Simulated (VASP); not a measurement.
## LiF: single point with PBEsol

Crystal: LiF.

```
CELL_PARAMETERS angstrom
3.06094 0.00000 0.00000
-1.53047 2.65085 0.00000
0.00000 0.00000 4.61503
ATOMIC_POSITIONS crystal
Li 0.33333 0.66667 0.38115
Li 0.66667 0.33333 0.88115
F 0.33333 0.66667 0.99384
F 0.66667 0.33333 0.49384
```

This cell differs from its parent crystal: strain +0.000 along x and y, -0.040 along z.

```
Program                : VASP 6.6.1
Task                   : single point
Functional             : PBEsol
Potentials or basis    : VASP PAW PBE potentials, release 64 (Li_sv, F)
Cutoff                 : 520 eV
k mesh                 : 9 × 9 × 6
Occupations            : gaussian, width 0.05 eV
Spin                   : no spin polarisation
Dipole correction      : no
Further INCAR settings : ALGO = Normal; EDIFF = 1e-06; NBANDS = 18
```

* Largest force: 0.241 eV/Å
* Band gap on the k mesh: 7.91 eV, direct

Forces on the atoms (eV/Å):
```
Li   0.000  0.000  0.241
Li   0.000  0.000  0.241
F    0.000  0.000 -0.241
F    0.000  0.000 -0.241
```

Levels at points of the mesh, in eV from the valence-band top:
```csv
k point,band 7,band 8,band 9,band 10,band 11,band 12,band 13,band 14
"(0.00, 0.00, 0.00)",-0.62,-0.21,-0.21,0.00,7.91,12.48,15.88,18.51
"(0.00, 0.00, 0.50)",-0.42,-0.42,-0.42,-0.42,9.69,9.69,18.30,18.30
```

It took 36 s on 1 thread of Intel Xeon 8259CL, on a shared host, peak memory 0.16 GiB.

Caveat: the cell differs from its parent crystal (strain +0.000 along x and y, -0.040 along z); the PAW data sets were made with another functional, which shifts forces and pressure a little. A k mesh can miss the band edges.
